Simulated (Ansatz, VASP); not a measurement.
## One calculation of Mo, two programs

```
Mo
1.0
     0.00000    2.70414    2.70414
     2.70414    0.00000    2.70414
     2.70414    2.70414    0.00000
Mo
2
Direct
  0.87500 0.87500 0.87500
  0.12500 0.12500 0.12500
```

Alike in both runs: task single point; functional LDA; k mesh 10 × 10 × 10; occupations fermi-dirac, width 0.05 eV; no spin polarisation.

|  | VASP | Ansatz |
| --- | --- | --- |
| version | VASP 6.6.1 | Ansatz 0.2.0 |
| potentials or method | VASP PAW LDA potentials, release 64 (Mo_sv), cutoff 520 eV | all-electron LAPW, scalar-relativistic |

Ansatz gave:

- pressure (GPa): 13.2

Problem. Estimate VASP's values.

Solution. Pressure (GPa): 14.2.

LDA's correlation is that of Perdew and Zunger in VASP and of Perdew and Wang (1992) in Ansatz. Ansatz ran all-electron here, and VASP with PAW potentials.
